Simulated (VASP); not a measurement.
# Ba3Si (Pm-3m) in VASP: further runs

The runs below take Ba3Si through single point, relaxation of cell and atoms, with PBE.

Program: VASP 6.6.1. These are calculated values, not measurements. Logs are shortened: lines on timing, memory, paths and dates and some standing lists are left out, and cuts for length are marked.

### Step 1. The cell of the first run

It takes space group Pm-3m (No. 221, cubic). Conventional cell: a = 5.388 Å, b = 5.388 Å, c = 5.388 Å, α = 90.00°, β = 90.00°, γ = 90.00°. Ba (site symmetry 4/mmm) has 8 Ba at 3.81 Å and 4 Si at 3.81 Å within 5.0 Å. Si (site symmetry m-3m) has 12 Ba at 3.81 Å within 5.0 Å.

### Step 2. Single point, PBE

INCAR

```
SYSTEM = Ba3Si
  ALGO = Normal
  EDIFF = 1E-7
  ENCUT = 520
  GGA = PE
  ISIF = 2
  ISMEAR = 0
  LASPH = .True.
  LCHARG = .False.
  LREAL = .False.
  LWAVE = .False.
  NBANDS = 25
  NELM = 80
  PREC = Accurate
  SIGMA = 0.1
```

KPOINTS

```
k-points
0
Gamma
  4 4 4
  0 0 0
```

POSCAR

```
Ba3Si
1.0
    5.3876236017      0.0000000000      0.0000000000
    0.0000000000      5.3876236017      0.0000000000
    0.0000000000      0.0000000000      5.3876236017
Ba Si
3 1
Direct
    0.0000000000      0.5000000000      0.5000000000
    0.5000000000      0.0000000000      0.5000000000
    0.5000000000      0.5000000000      0.0000000000
    0.0000000000      0.0000000000      0.0000000000
```

Potentials or basis: VASP PAW PBE potentials, release 64 (Ba_sv, Si).

On the command line:

```sh
$ cat potpaw_PBE.64/Ba_sv/POTCAR potpaw_PBE.64/Si/POTCAR > POTCAR
$ mpirun -np 1 vasp_std > vasp.out
```

OUTCAR:

```text
SYSTEM = Ba3Si
   EDIFF = 1E-7
   ENCUT = 520
   GGA = PE
   ISIF = 2
   ISMEAR = 0
   LASPH = .True.
   LREAL = .False.
   NELM = 80
   PREC = Accurate

 ion  position               nearest neighbor table
   1  0.000  0.500  0.500-   2 3.81   3 3.81   4 3.81   3 3.81   4 3.81   2 3.81   4 3.81   4 3.81
                             2 3.81   3 3.81   3 3.81   2 3.81
   2  0.500  0.000  0.500-   1 3.81   3 3.81   4 3.81   3 3.81   4 3.81   1 3.81   3 3.81   3 3.81
                             1 3.81   4 3.81   4 3.81   1 3.81
   3  0.500  0.500  0.000-   1 3.81   2 3.81   4 3.81   1 3.81   2 3.81   2 3.81   4 3.81   2 3.81
                             1 3.81   4 3.81   1 3.81   4 3.81
   4  0.000  0.000  0.000-   1 3.81   2 3.81   3 3.81   1 3.81   2 3.81   1 3.81   3 3.81   1 3.81
                             2 3.81   3 3.81   2 3.81   3 3.81

  LATTYP: Found a simple cubic cell.
 ALAT       =     5.3876236017

  Lattice vectors:

 A1 = (   5.3876236017,   0.0000000000,   0.0000000000)
 A2 = (   0.0000000000,   5.3876236017,   0.0000000000)
 A3 = (   0.0000000000,   0.0000000000,   5.3876236017)

Analysis of symmetry for initial positions (statically):
=====================================================================
 Subroutine PRICEL returns:
 Original cell was already a primitive cell.

 Routine SETGRP: Setting up the symmetry group for a
 simple cubic supercell.

 Subroutine GETGRP returns: Found 48 space group operations
 (whereof 48 operations were pure point group operations)
 out of a pool of 48 trial point group operations.

The static configuration has the point symmetry O_h .

Analysis of symmetry for dynamics (positions and initial velocities):
=====================================================================
 Subroutine PRICEL returns:
 Original cell was already a primitive cell.

 Routine SETGRP: Setting up the symmetry group for a
 simple cubic supercell.

 Subroutine GETGRP returns: Found 48 space group operations
 (whereof 48 operations were pure point group operations)
 out of a pool of 48 trial point group operations.

The dynamic configuration has the point symmetry O_h .

 Subroutine INISYM returns: Found 48 space group operations
 (whereof 48 operations are pure point group operations),
 and found     1 'primitive' translations

----------------------------------------------------------------------------------------

                                     Primitive cell

  volume of cell :     156.3838

  direct lattice vectors                    reciprocal lattice vectors
     5.387623602  0.000000000  0.000000000     0.185610591  0.000000000  0.000000000
     0.000000000  5.387623602  0.000000000     0.000000000  0.185610591  0.000000000
     0.000000000  0.000000000  5.387623602     0.000000000  0.000000000  0.185610591

  length of vectors
     5.387623602  5.387623602  5.387623602     0.185610591  0.185610591  0.185610591

  position of ions in fractional coordinates (direct lattice)
     0.000000000  0.500000000  0.500000000
     0.500000000  0.000000000  0.500000000
     0.500000000  0.500000000  0.000000000
     0.000000000  0.000000000  0.000000000

  ion indices of the primitive-cell ions
   primitive index   ion index
                 1           1
                 2           2
                 3           3
                 4           4

----------------------------------------------------------------------------------------

 KPOINTS: k-points

Automatic generation of k-mesh.
 Grid dimensions read from file:
 generate k-points for:    4    4    4

 Generating k-lattice:

  Cartesian coordinates                     Fractional coordinates (reciprocal lattice)
     0.046402648  0.000000000  0.000000000     0.250000000  0.000000000  0.000000000
     0.000000000  0.046402648  0.000000000     0.000000000  0.250000000  0.000000000
     0.000000000  0.000000000  0.046402648     0.000000000  0.000000000  0.250000000

  Length of vectors
     0.046402648  0.046402648  0.046402648

  Shift w.r.t. Gamma in fractional coordinates (k-lattice)
     0.000000000  0.000000000  0.000000000

 Subroutine IBZKPT returns following result:
 ===========================================

 Found     10 irreducible k-points:

 Following reciprocal coordinates:
            Coordinates               Weight
  0.000000  0.000000  0.000000      1.000000
  0.250000  0.000000  0.000000      6.000000
  0.500000  0.000000  0.000000      3.000000
  0.250000  0.250000  0.000000     12.000000
  0.500000  0.250000  0.000000     12.000000
  0.500000  0.500000  0.000000      3.000000
  0.250000  0.250000  0.250000      8.000000
  0.500000  0.250000  0.250000     12.000000
  0.500000  0.500000  0.250000      6.000000
  0.500000  0.500000  0.500000      1.000000
   k-points           NKPTS =     10   k-points in BZ     NKDIM =     10   number of bands    NBANDS=     25
   number of dos      NEDOS =    301   number of ions     NIONS =      4
   total plane-waves  NPLWV =  64000
   dimension x,y,z NGX =    40 NGY =   40 NGZ =   40
   dimension x,y,z NGXF=    80 NGYF=   80 NGZF=   80
   ions per type =               3   1
   NGX,Y,Z   is equivalent  to a cutoff of  12.34, 12.34, 12.34 a.u.
   NGXF,Y,Z  is equivalent  to a cutoff of  24.69, 24.69, 24.69 a.u.
 SYSTEM =  Ba3Si
   PREC   = accura    normal or accurate (medium, high low for compatibility)
   ISTART =      0    job   : 0-new  1-cont  2-samecut
   ICHARG =      2    charge: 1-file 2-atom 10-const
   ISPIN  =      1    spin polarized calculation?
   LNONCOLLINEAR =      F non collinear calculations
   LSORBIT =      F    spin-orbit coupling
   LASPH  =      T    aspherical Exc in radial PAW
   ENCUT  =  520.0 eV  38.22 Ry    6.18 a.u.  10.02 10.02 10.02*2*pi/ulx,y,z
   NELM   =     80;   NELMIN=  2; NELMDL= -5     # of ELM steps
   EDIFF  = 0.1E-06   stopping-criterion for ELM
   LREAL  =      F    real-space projection
   EDIFFG = 0.1E-05   stopping-criterion for IOM
   NSW    =      0    number of steps for IOM
   IBRION =     -1    ionic relax: 0-MD 1-quasi-New 2-CG
   NFREE  =      0    steps in history (QN), initial steepest desc. (CG)
   ISIF   =      2    stress and relaxation
   ISYM   =      2    0-nonsym 1-usesym 2-fastsym
   POTIM  = 0.5000    time-step for ionic-motion
   TEBEG  =    0.0;   TEEND  =   0.0 temperature during run
   PSTRESS=    0.0 pullay stress
   NELECT =      34.0000    total number of electrons
   NUPDOWN=      -1.0000    fix difference up-down
   EMIN   =  10.00;   EMAX   =-10.00  energy-range for DOS
   EFERMI =   0.00;   METHOD = LEGACY
   ISMEAR =     0;   SIGMA  =   0.10  broadening in eV -4-tet -1-fermi 0-gaus
   EFERMI_NEDOS =   21; number of points for ismear=-14 and -15
   IALGO  =     38    algorithm
   IMIX   =      4    mixing-type and parameters
     AMIX     =   0.40;   BMIX     =  1.00
     AMIX_MAG =   1.60;   BMIX_MAG =  1.00
  volume/ion in A,a.u.               =      39.10       263.83
  Fermi-wavevector in a.u.,A,eV,Ry     =   0.984398  1.860242 13.184572  0.969039
  Thomas-Fermi vector in A             =   2.115627
   LORBIT       =      0    0 simple, 1 ext, 2 COOP (PROOUT), +10 PAW based schemes
   GGA     = PE    functional components
   LHFCALC =     F    Hartree Fock is set to
   AEXX    =    0.0000 exact exchange contribution
   IVDW    =     0    specifies the selected vdW correction
   LEPSILON=     F    determine dielectric tensor
   LRPA    =     F    only Hartree local field effects (RPA)
 non-spin polarized calculation
 Gauss-broadening in eV      SIGMA  =   0.10
  energy-cutoff  :      520.00
  volume of cell :      156.38
 maximum number of plane-waves:      4224
   NGX = 21   NGY = 21   NGZ = 21

 number of electron      33.9999997 magnetization

 Free energy of the ion-electron system (eV)
  ---------------------------------------------------
  ext. energy  EPLUGINS =         0.00000000
  ---------------------------------------------------
  free energy    TOTEN  =       -11.16230658 eV

  energy without entropy =      -11.15263115  energy(sigma->0) =      -11.15746887

 E-fermi :   3.1516     XC(G=0):  -8.6854

 val. band max:        3.1009840873   @ k =   0.5000   0.5000   0.2500
 cond. band min:       3.2241716886   @ k =   0.2500   0.0000   0.0000
 fundamental gap:      0.1231876013
 Fermi energy:         3.1515961979

 k-point     1 :       0.0000    0.0000    0.0000
  band No.  band energies     occupation
      1     -25.5010      2.00000
      2     -25.2312      2.00000
      3     -25.2312      2.00000
      4     -11.2210      2.00000
      5     -11.2210      2.00000
      6     -11.2210      2.00000
[... 17 lines left out ...]
     24       6.5661      0.00000
     25       6.5661      0.00000

 k-point     2 :       0.2500    0.0000    0.0000
  band No.  band energies     occupation
      1     -25.4672      2.00000
      2     -25.2662      2.00000
      3     -25.2307      2.00000
      4     -11.1349      2.00000
      5     -11.1349      2.00000
      6     -11.0889      2.00000
[... 17 lines left out ...]
     24       5.9102      0.00000
     25       7.2382      0.00000

 k-point     3 :       0.5000    0.0000    0.0000
  band No.  band energies     occupation
      1     -25.4123      2.00000
      2     -25.3223      2.00000
      3     -25.2301      2.00000
      4     -11.0153      2.00000
      5     -11.0153      2.00000
      6     -10.7378      2.00000
[... 160 lines left out ...]
 k-point     9 :       0.5000    0.5000    0.2500
  band No.  band energies     occupation
      1     -25.3203      2.00000
      2     -25.3199      2.00000
      3     -25.3199      2.00000
      4     -11.5135      2.00000
      5     -11.1024      2.00000
      6     -10.9437      2.00000
[... 17 lines left out ...]
     24       5.9945      0.00000
     25       6.5037      0.00000

 k-point    10 :       0.5000    0.5000    0.5000
  band No.  band energies     occupation
      1     -25.3192      2.00000
      2     -25.3192      2.00000
      3     -25.3192      2.00000
      4     -11.6899      2.00000
      5     -11.0925      2.00000
      6     -11.0925      2.00000
[... 17 lines left out ...]
     24       6.1254      0.00000
     25       6.1326      0.00000

------------------------ aborting loop because EDIFF is reached ----------------------------------------

  FORCE on cell =-STRESS in cart. coord.  units (eV):
  Direction    XX          YY          ZZ          XY          YZ          ZX
  --------------------------------------------------------------------------------------
  -------------------------------------------------------------------------------------
  Total        0.4757967      0.4757967      0.4757967      0.0000000      0.0000000     -0.0000000
  in kB        4.8746147      4.8746147      4.8746147      0.0000000      0.0000000     -0.0000000
  external PRESSURE =       4.8746147 kB  Pullay stress =       0.0000000 kB

 VOLUME and BASIS-vectors are now :
 -----------------------------------------------------------------------------
  energy-cutoff  :      520.00
  volume of cell :      156.38
      direct lattice vectors                 reciprocal lattice vectors
     5.387623602  0.000000000  0.000000000     0.185610591  0.000000000  0.000000000
     0.000000000  5.387623602  0.000000000     0.000000000  0.185610591  0.000000000
     0.000000000  0.000000000  5.387623602     0.000000000  0.000000000  0.185610591

 POSITION                                       TOTAL-FORCE (eV/Angst)
 -----------------------------------------------------------------------------------
      0.00000      2.69381      2.69381         0.000000      0.000000      0.000000
      2.69381      0.00000      2.69381         0.000000      0.000000      0.000000
      2.69381      2.69381      0.00000         0.000000      0.000000      0.000000
      0.00000      0.00000      0.00000         0.000000      0.000000      0.000000
 -----------------------------------------------------------------------------------
    total drift:                                0.000000     -0.000000     -0.000000

  FREE ENERGIE OF THE ION-ELECTRON SYSTEM (eV)
  ---------------------------------------------------
  free  energy   TOTEN  =       -11.1623065810 eV

  energy  without entropy=      -11.1526311498  energy(sigma->0) =      -11.15746887
```

Wall time 20 s (1 thread of Intel Xeon 6975P-C (Granite Rapids), shared host); peak memory 0.25 GiB.

Results:

```
Free energy            : -11.1623 eV
Pressure               : 0.5 GPa
Band gap on the k mesh : zero (bands 17 and 18 overlap by 1.03 eV)
```

Caveat: spin-orbit coupling is left out, which moves the levels of the heavy elements.

### Step 3. Relaxation of cell and atoms, PBE

This run uses another cell than the first one, of 31.24 Å³/atom.

INCAR

```
SYSTEM = Ba3Si
ALGO = Normal
EDIFF = 1E-7
EDIFFG = -0.04
ENCUT = 600
GGA = PE
IBRION = 2
ISIF = 3
ISMEAR = 0
LASPH = .True.
LCHARG = .False.
LREAL = .False.
LWAVE = .False.
NELM = 100
NSW = 90
PREC = Accurate
SIGMA = 0.1
```

KPOINTS is that of step 2.

POSCAR

```
Ba3Si
1.0
    4.9996556270      0.0000000000      0.0000000000
    0.0000000000      4.9996556270      0.0000000000
    0.0000000000      0.0000000000      4.9996556270
Ba Si
3 1
Direct
    0.0000000000      0.5000000000      0.5000000000
    0.5000000000      0.0000000000      0.5000000000
    0.5000000000      0.5000000000      0.0000000000
    0.0000000000      0.0000000000      0.0000000000
```

Potentials or basis: VASP PAW PBE potentials, release 64 (Ba_sv, Si).

On the command line:

```sh
$ cat potpaw_PBE.64/Ba_sv/POTCAR potpaw_PBE.64/Si/POTCAR > POTCAR
$ mpirun -np 1 vasp_std > vasp.out
```

Run time: 52 s. Hardware: 1 thread of Intel Xeon 6975P-C (Granite Rapids), shared host; peak memory 0.25 GiB.

It converged, with:

```
Free energy                           : -11.1673 eV
Relaxed volume                        : 40.09 Å³/atom
Relaxed cell                          : a = 5.433 Å, b = 5.433 Å, c = 5.433 Å, α = 90.00°, β = 90.00°, γ = 90.00°
Space group after relaxing (to 0.1 Å) : Pm-3m (No. 221)
Energy gained by relaxing             : 171.5 meV/atom
Ionic steps                           : 4
Pressure after relaxing               : 0.0 GPa
Band gap on the k mesh                : zero (bands 17 and 18 overlap by 0.97 eV)
```

Step by step:
```
step  energy change (eV)  largest force (eV/Å)  pressure (GPa)  volume (Å³)
   1              0.0000                0.0000            7.83       124.97
   2             -0.6738                0.0000            0.72       154.66
   3             -0.6841                0.0000           -0.27       162.69
   4             -0.6861                0.0000           -0.01       160.37
```

Final structure:
```cif
data_structure
_symmetry_space_group_name_H-M 'P 1'
_symmetry_Int_Tables_number 1
_cell_length_a 5.4330
_cell_length_b 5.4330
_cell_length_c 5.4330
_cell_angle_alpha 90.000
_cell_angle_beta 90.000
_cell_angle_gamma 90.000
_cell_volume 160.37
loop_
_atom_site_label
_atom_site_type_symbol
_atom_site_fract_x
_atom_site_fract_y
_atom_site_fract_z
_atom_site_occupancy
Ba1 Ba 0.00000 0.50000 0.50000 1
Ba2 Ba 0.50000 0.00000 0.50000 1
Ba3 Ba 0.50000 0.50000 0.00000 1
Si1 Si 0.00000 0.00000 0.00000 1
```

Levels at points of the mesh, in eV from the Fermi level:
```csv
k point,band 13,band 14,band 15,band 16,band 17,band 18,band 19,band 20,band 21
"(0.00, 0.00, 0.00)",-6.49,-2.04,-0.27,-0.27,-0.09,-0.09,-0.09,0.21,0.21
"(0.50, 0.00, 0.00)",-6.04,-2.14,-0.72,-0.72,-0.70,0.36,1.17,2.06,2.13
"(0.50, 0.50, 0.00)",-5.99,-1.33,-1.33,-1.19,0.68,0.76,0.76,1.27,2.09
"(0.50, 0.50, 0.50)",-6.26,-0.52,-0.52,-0.52,-0.29,-0.29,-0.29,2.06,2.06
```

Caveat: the volume moved by over 15 % at a fixed basis, so the end points are rough; spin-orbit coupling is left out, which moves the levels of the heavy elements.

### Step 4. Single point, PBE

INCAR

```
ALGO = Fast
EDIFF = 1E-7
ENCUT = 520
GGA = PE
ISIF = 2
ISMEAR = 0
LASPH = True
LCHARG = True
LELF = True
LREAL = False
LVHAR = True
LWAVE = False
NBANDS = 25
NELM = 80
PREC = Accurate
SIGMA = 0.1
```

KPOINTS

```
k-points
0
Gamma
  10 10 10
```

POSCAR

```
Ba3Si
1.0
    5.3876236017      0.0000000000      0.0000000000
    0.0000000000      5.3876236017      0.0000000000
    0.0000000000      0.0000000000      5.3876236017
Ba Si
3 1
Direct
    0.0000000000      0.5000000000      0.5000000000
    0.5000000000      0.0000000000      0.5000000000
    0.5000000000      0.5000000000      0.0000000000
    0.0000000000      0.0000000000      0.0000000000
```

On the command line:

```sh
$ cat potpaw_PBE.64/Ba_sv/POTCAR potpaw_PBE.64/Si/POTCAR > POTCAR
$ mpirun -np 1 vasp_std > vasp.out
```

Wall time 1.7 min (1 thread of Intel Xeon 6975P-C (Granite Rapids), shared host); peak memory 0.37 GiB.

It converged, with:

```
Free energy            : -11.1518 eV
Pressure               : 0.4 GPa
Band gap on the k mesh : zero (bands 17 and 18 overlap by 0.95 eV)
```

Levels at points of the mesh, in eV from the Fermi level:
```csv
k point,band 13,band 14,band 15,band 16,band 17,band 18,band 19,band 20,band 21,band 22
"(0.00, 0.00, 0.00)",-6.51,-2.14,-0.30,-0.30,-0.15,-0.15,-0.15,0.24,0.24,0.24
"(0.50, 0.00, 0.00)",-6.03,-2.16,-0.77,-0.74,-0.74,0.31,1.18,2.08,2.12,2.12
"(0.50, 0.50, 0.00)",-5.98,-1.33,-1.33,-1.24,0.69,0.72,0.72,1.28,2.11,2.11
"(0.50, 0.50, 0.50)",-6.28,-0.56,-0.56,-0.56,-0.26,-0.26,-0.26,2.06,2.06,2.06
```

Caveat: spin-orbit coupling is left out, which moves the levels of the heavy elements.

(Part 1 of 2 ends here.)
